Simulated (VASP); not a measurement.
Wanted: the native input for a VASP 6.6.1 run.

```
Task                   : single point
Functional             : PBEsol
Potentials or basis    : VASP PAW PBE potentials, release 64 (Ti_sv, O)
Cutoff                 : 520 eV
k mesh                 : 12 × 12 × 14
Occupations            : gaussian, width 0.1 eV
Spin                   : no spin polarisation
Dipole correction      : no
Further INCAR settings : ALGO = Normal; EDIFF = 1e-06; NBANDS = 36
```

The structure of TiO lies in POSCAR:

```
TiO
1.0
    4.9890877720      0.0000000000      0.0000000000
   -2.4945438860      4.3206767523      0.0000000000
    0.0000000000      0.0000000000      2.8733134400
Ti O
3 3
Direct
    0.6666666667      0.3333333333      0.5000000000
    0.3333333333      0.6666666667      0.5000000000
    0.0000000000      0.0000000000      0.0000000000
    0.6055592400      0.6055592400      0.0000000000
    0.3944407600      0.0000000000      0.0000000000
    0.0000000000      0.3944407600      0.0000000000
```

These files were run (other wordings do the same):

INCAR

```
  ALGO = Normal
  EDIFF = 1E-6
  ENCUT = 520
  GGA = PS
  ISIF = 2
  ISMEAR = 0
  LASPH = T
  LCHARG = F
  LREAL = F
  LWAVE = F
  NBANDS = 36
  NELM = 80
  PREC = Accurate
  SIGMA = 0.1
```

KPOINTS

```
k-points
0
Gamma
  12 12 14
```

Potentials or basis: VASP PAW PBE potentials, release 64 (Ti_sv, O).

Launch:

```bash
$ cat potpaw_PBE.64/Ti_sv/POTCAR potpaw_PBE.64/O/POTCAR > POTCAR
$ mpirun -np 1 vasp_std > vasp.out
```

Results of the run:

| Item | Value |
| --- | --- |
| Pressure | -5.0 GPa |
| Largest force | 0.016 eV/Å |
| Band gap on the k mesh | zero (bands 27 and 28 overlap by 1.41 eV) |

Caveat: the cell stands under tension; the PAW data sets were made with another functional, which shifts forces and pressure a little; semilocal functionals often make such compounds metallic where correlation or magnetic order opens a gap, which also shifts bond lengths.

It took 2.9 min on 1 thread of Intel(R) Xeon(R) 6975P-C (Granite Rapids), with other jobs on the host, peak memory 0.37 GiB.
